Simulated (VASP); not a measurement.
Input of a VASP 6.6.1 run:

POSCAR

```
GeCN2
1.0
    1.7937903697      1.0356453528      4.9219572124
   -1.7937903697      1.0356453528      4.9219572124
    0.0000000000     -2.0712907056      4.9219572124
Ge N C
1 2 1
Direct
    0.0000000000      0.0000000000      0.0000000000
    0.5839044000      0.5839044000      0.5839044000
    0.4160956000      0.4160956000      0.4160956000
    0.5000000000      0.5000000000      0.5000000000
```

Contents of INCAR.step1:

```
SYSTEM = GeCN2
PREC = Accurate
ENCUT = 520
EDIFF = 1E-5
ISMEAR = -1
SIGMA = 0.05
LREAL = .False.
LASPH = .True.
NELM = 80
ALGO = Normal
ISIF = 2
LWAVE = .True.
LCHARG = .False.
GGA = PE
NBANDS = 22
KPAR = 4
```

INCAR.step2

```
SYSTEM = GeCN2
PREC = Accurate
ENCUT = 520
EDIFF = 1E-7
ISMEAR = -1
SIGMA = 0.05
LREAL = .False.
LASPH = .True.
NELM = 80
ALGO = Normal
ISIF = 2
LWAVE = .False.
LCHARG = .False.
GGA = PE
LHFCALC = .True.
AEXX = 0.15
PRECFOCK = Normal
ISTART = 1
NBANDS = 22
KPAR = 4
```

The input KPOINTS:

```
regular mesh
0
Gamma
  5 5 5
  0 0 0
```

Potentials or basis: VASP PAW PBE potentials, release 64 (Ge_d, N, C).

Run with:

```sh
$ cat potpaw_PBE.64/Ge_d/POTCAR potpaw_PBE.64/N/POTCAR potpaw_PBE.64/C/POTCAR > POTCAR
$ cp INCAR.step1 INCAR
$ mpirun -np 4 vasp_std > vasp.out
$ cp INCAR.step2 INCAR
$ mpirun -np 4 vasp_std > vasp.out
```

(1) Estimate the pressure.

(2) What does it give for the largest force?

(3) Estimate the band gap on the k mesh.

Results:

(1) -1.9 GPa.

(2) 0.466 eV/Å.

(3) 2.25 eV (least direct gap 3.06 eV).

Caveat: the PAW data sets were made with another functional, which shifts forces and pressure a little.
